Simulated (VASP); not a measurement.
Set up this calculation in VASP 6.6.1, as the native input.

| Property | Result |
| --- | --- |
| Task | electric field gradients |
| Functional | PBE |
| Potentials or basis | VASP PAW PBE potentials, release 64 (Y_sv, N) |
| Cutoff | 520 eV |
| k mesh | 9 × 9 × 9 |
| Occupations | fermi-dirac, width 0.03 eV |
| Spin | no spin polarisation |
| Dipole correction | no |
| Further INCAR settings | ALGO = Normal; EDIFF = 1e-08; NBANDS = 15 |

The structure of YN lies in POSCAR:

```
YN
1.0
    0.0000000000      2.3891441831      2.3891441831
    2.3891441831      0.0000000000      2.3891441831
    2.3891441831      2.3891441831      0.0000000000
Y N
1 1
Direct
    0.0000000000      0.0000000000      0.0000000000
    0.5000000000      0.5000000000      0.5000000000
```

One way to write it, as run:

INCAR

```
SYSTEM = YN
PREC = Accurate ; ENCUT = 520
EDIFF = 1E-8 ; ISMEAR = -1
SIGMA = 0.03 ; LREAL = .FALSE.
LASPH = .TRUE. ; NELM = 120
ALGO = Normal ; ISIF = 2
LWAVE = .FALSE. ; LCHARG = .FALSE.
GGA = PE ; LEFG = .TRUE.
NBANDS = 15 ; GGA_COMPAT = .FALSE.
```

KPOINTS

```
Automatic mesh
0
G
  9 9 9
  0 0 0
```

Potentials or basis: VASP PAW PBE potentials, release 64 (Y_sv, N).

Run with:

```console
$ cat potpaw_PBE.64/Y_sv/POTCAR potpaw_PBE.64/N/POTCAR > POTCAR
$ mpirun -np 1 vasp_std > vasp.out
```

It gave:

- Pressure: 14.7 GPa
- Band gap on the k mesh: 0.12 eV (least direct gap 0.47 eV)
- Largest electric field gradient by atom: zero within the noise of the run

Caveat: the cell stands under pressure; an odd mesh through Γ misses points on the zone boundary, where band edges can lie.

Wall time 39 s on 1 thread of Intel(R) Xeon(R) Platinum 8488C (Sapphire Rapids) (shared host), peak memory 0.18 GiB.
